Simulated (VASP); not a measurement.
# Zn2GeN3 (Cmmm) in VASP: single point with PBE

Aim: the single point of Zn2GeN3 with PBE.

Everything below comes from runs of VASP 6.6.1. Logs are shortened: lines on timing, memory, paths and dates and some standing lists are left out, and cuts for length are marked.

## (1) The cell of the first run

It takes space group Cmmm (No. 65, orthorhombic). Conventional cell: a = 5.081 Å, b = 9.743 Å, c = 3.054 Å, α = 90.00°, β = 90.00°, γ = 90.00°. Within 2.8 Å of Zn (site symmetry 2/m) lie 6 N at 2.09 to 2.75 Å and 2 Zn at 2.54 Å. Within 2.4 Å of Ge (site symmetry mmm) lie 2 N at 1.77 Å. N (site symmetry m2m) has 1 Ge at 1.77 Å and 4 Zn at 2.09 Å within 2.4 Å. N (site symmetry mmm) has 4 Zn at 2.75 Å and 4 Ge at 2.96 Å and 14 N at 3.05 to 3.45 Å within 3.6 Å.

## (2) Single point, PBE

INCAR

```
ALGO = Normal
EDIFF = 1E-7
ENCUT = 520
GGA = PE
ISIF = 2
ISMEAR = 0
LASPH = T
LCHARG = F
LREAL = F
LWAVE = F
NBANDS = 36
NELM = 60
PREC = Accurate
SIGMA = 0.1
```

KPOINTS

```
k-points
0
Gamma
  8 8 12
```

POSCAR

```
Zn2GeN3
1.0
    2.5407260586     -4.8716875104      0.0000000000
    2.5407260586      4.8716875104      0.0000000000
    0.0000000000      0.0000000000      3.0537014201
Zn Ge N
2 1 3
Direct
    0.0000000000      0.5000000000      0.5000000000
    0.5000000000      0.0000000000      0.5000000000
    0.5000000000      0.5000000000      0.0000000000
    0.3179457973      0.6820542027      0.0000000000
    0.6820542027      0.3179457973      0.0000000000
    0.0000000000      0.0000000000      0.5000000000
```

Potentials or basis: VASP PAW PBE potentials, release 64 (Zn, Ge_d, N).

Started as:

```
$ cat potpaw_PBE.64/Zn/POTCAR potpaw_PBE.64/Ge_d/POTCAR potpaw_PBE.64/N/POTCAR > POTCAR
$ mpirun -np 1 vasp_std > vasp.out
```

OUTCAR:

```text
EDIFF = 1E-7
   ENCUT = 520
   GGA = PE
   ISIF = 2
   ISMEAR = 0
   LASPH = T
   LREAL = F
   NELM = 60
   PREC = Accurate

 ion  position               nearest neighbor table
   1  0.000  0.500  0.500-   4 2.09   5 2.09   4 2.09   5 2.09   2 2.54   2 2.54
   2  0.500  0.000  0.500-   4 2.09   5 2.09   4 2.09   5 2.09   1 2.54   1 2.54
   3  0.500  0.500  0.000-   4 1.77   5 1.77
   4  0.318  0.682  0.000-   3 1.77   2 2.09   1 2.09   1 2.09   2 2.09
   5  0.682  0.318  0.000-   3 1.77   2 2.09   1 2.09   1 2.09   2 2.09
   6  0.000  0.000  0.500-

  LATTYP: Found a base centered orthorhombic cell.
 ALAT       =     5.0814521172
 B/A-ratio  =     1.9174391092
 C/A-ratio  =     0.6009505452

  Lattice vectors:

 A1 = (   2.5407260586,  -4.8716875104,   0.0000000000)
 A2 = (   2.5407260586,   4.8716875104,   0.0000000000)
 A3 = (   0.0000000000,   0.0000000000,   3.0537014201)

Analysis of symmetry for initial positions (statically):
=====================================================================
 Subroutine PRICEL returns:
 Original cell was already a primitive cell.

 Routine SETGRP: Setting up the symmetry group for a
 base centered orthorhombic supercell.

 Subroutine GETGRP returns: Found  8 space group operations
 (whereof  8 operations were pure point group operations)
 out of a pool of  8 trial point group operations.

The static configuration has the point symmetry D_2h.

Analysis of symmetry for dynamics (positions and initial velocities):
=====================================================================
 Subroutine PRICEL returns:
 Original cell was already a primitive cell.

 Routine SETGRP: Setting up the symmetry group for a
 base centered orthorhombic supercell.

 Subroutine GETGRP returns: Found  8 space group operations
 (whereof  8 operations were pure point group operations)
 out of a pool of  8 trial point group operations.

The dynamic configuration has the point symmetry D_2h.

 Subroutine INISYM returns: Found  8 space group operations
 (whereof  8 operations are pure point group operations),
 and found     1 'primitive' translations

----------------------------------------------------------------------------------------

                                     Primitive cell

  volume of cell :      75.5951

  direct lattice vectors                    reciprocal lattice vectors
     2.540726059 -4.871687510  0.000000000     0.196794140 -0.102633841  0.000000000
[... 98 lines left out ...]
   IBRION =     -1    ionic relax: 0-MD 1-quasi-New 2-CG
   NFREE  =      0    steps in history (QN), initial steepest desc. (CG)
   ISIF   =      2    stress and relaxation
   ISYM   =      2    0-nonsym 1-usesym 2-fastsym
   POTIM  = 0.5000    time-step for ionic-motion
   TEBEG  =    0.0;   TEEND  =   0.0 temperature during run
   PSTRESS=    0.0 pullay stress
   NELECT =      53.0000    total number of electrons
   NUPDOWN=      -1.0000    fix difference up-down
   EMIN   =  10.00;   EMAX   =-10.00  energy-range for DOS
   EFERMI =   0.00;   METHOD = LEGACY
   ISMEAR =     0;   SIGMA  =   0.10  broadening in eV -4-tet -1-fermi 0-gaus
   EFERMI_NEDOS =   21; number of points for ismear=-14 and -15
   IALGO  =     38    algorithm
   IMIX   =      4    mixing-type and parameters
     AMIX     =   0.40;   BMIX     =  1.00
     AMIX_MAG =   1.60;   BMIX_MAG =  1.00
  volume/ion in A,a.u.               =      12.60        85.02
  Fermi-wavevector in a.u.,A,eV,Ry     =   1.454350  2.748322 28.778132  2.115133
  Thomas-Fermi vector in A             =   2.571511
   LORBIT       =      0    0 simple, 1 ext, 2 COOP (PROOUT), +10 PAW based schemes
   GGA     = PE    functional components
   LHFCALC =     F    Hartree Fock is set to
   AEXX    =    0.0000 exact exchange contribution
   IVDW    =     0    specifies the selected vdW correction
   LEPSILON=     F    determine dielectric tensor
   LRPA    =     F    only Hartree local field effects (RPA)
 non-spin polarized calculation
 Gauss-broadening in eV      SIGMA  =   0.10
  energy-cutoff  :      520.00
  volume of cell :       75.60
 maximum number of plane-waves:      2060
 NGX is ok and might be reduce to    42
   NGX = 21   NGY = 21   NGZ = 11

 number of electron      53.0000007 magnetization

 Free energy of the ion-electron system (eV)
  ---------------------------------------------------
  ext. energy  EPLUGINS =         0.00000000
  ---------------------------------------------------
  free energy    TOTEN  =       -25.71309148 eV

  energy without entropy =      -25.70340085  energy(sigma->0) =      -25.70824616

 E-fermi :   3.2897     XC(G=0): -11.1379

 val. band max:        3.2847181825   @ k =   0.3750   0.3750   0.5000
 cond. band min:       3.2937700100   @ k =   0.3750   0.2500   0.3333
 fundamental gap:      0.0090518275
 Fermi energy:         3.2896838395

 k-point     1 :       0.0000    0.0000    0.0000
  band No.  band energies     occupation
      1     -22.0100      2.00000
      2     -21.9589      2.00000
      3     -21.9296      2.00000
      4     -21.7571      2.00000
      5     -21.7475      2.00000
      6     -13.1155      2.00000
[... 925 lines left out ...]
     35      12.6357      0.00000
     36      13.0771      0.00000

 [... further k-points ...]

------------------------ aborting loop because EDIFF is reached ----------------------------------------

  FORCE on cell =-STRESS in cart. coord.  units (eV):
  Direction    XX          YY          ZZ          XY          YZ          ZX
  --------------------------------------------------------------------------------------
  -------------------------------------------------------------------------------------
  Total        0.2067362     -0.1390984      0.2858459     -0.0000000      0.0000000      0.0000000
  in kB        4.3816055     -2.9480772      6.0582719     -0.0000000      0.0000000      0.0000000
  external PRESSURE =       2.4972667 kB  Pullay stress =       0.0000000 kB

 VOLUME and BASIS-vectors are now :
 -----------------------------------------------------------------------------
  energy-cutoff  :      520.00
  volume of cell :       75.60
      direct lattice vectors                 reciprocal lattice vectors
     2.540726059 -4.871687510  0.000000000     0.196794140 -0.102633841  0.000000000
     2.540726059  4.871687510  0.000000000     0.196794140  0.102633841  0.000000000
     0.000000000  0.000000000  3.053701420     0.000000000  0.000000000  0.327471440

 POSITION                                       TOTAL-FORCE (eV/Angst)
 -----------------------------------------------------------------------------------
      1.27036      2.43584      1.52685        -0.000000      0.000000     -0.000000
      1.27036     -2.43584      1.52685        -0.000000      0.000000     -0.000000
      2.54073      0.00000      0.00000         0.000000      0.000000     -0.000000
      2.54073      1.77382      0.00000        -0.000000     -0.102420      0.000000
      2.54073     -1.77382      0.00000        -0.000000      0.102420     -0.000000
      0.00000      0.00000      1.52685        -0.000000      0.000000     -0.000000
 -----------------------------------------------------------------------------------
    total drift:                                0.000000      0.000000     -0.000000

  FREE ENERGIE OF THE ION-ELECTRON SYSTEM (eV)
  ---------------------------------------------------
  free  energy   TOTEN  =       -25.7130914812 eV

  energy  without entropy=      -25.7034008484  energy(sigma->0) =      -25.70824616
```

Wall time 3 min (1 thread of Intel Xeon 6975P-C (Granite Rapids), shared host); peak memory 0.45 GiB.

What came out:

- Free energy: -25.7131 eV
- Pressure: 0.2 GPa
- Largest force: 0.102 eV/Å
- Band gap on the k mesh: zero (an odd number of electrons rules out a gap without spin polarisation)

Forces in eV/Å, atoms in the order of the input:
```
Zn   0.000  0.000  0.000
Zn   0.000  0.000  0.000
Ge   0.000  0.000  0.000
N    0.000 -0.102  0.000
N    0.000  0.102  0.000
N    0.000  0.000  0.000
```

Stress tensor (GPa, compression positive):
```
 0.44  0.00  0.00
 0.00 -0.29  0.00
 0.00  0.00  0.61
```
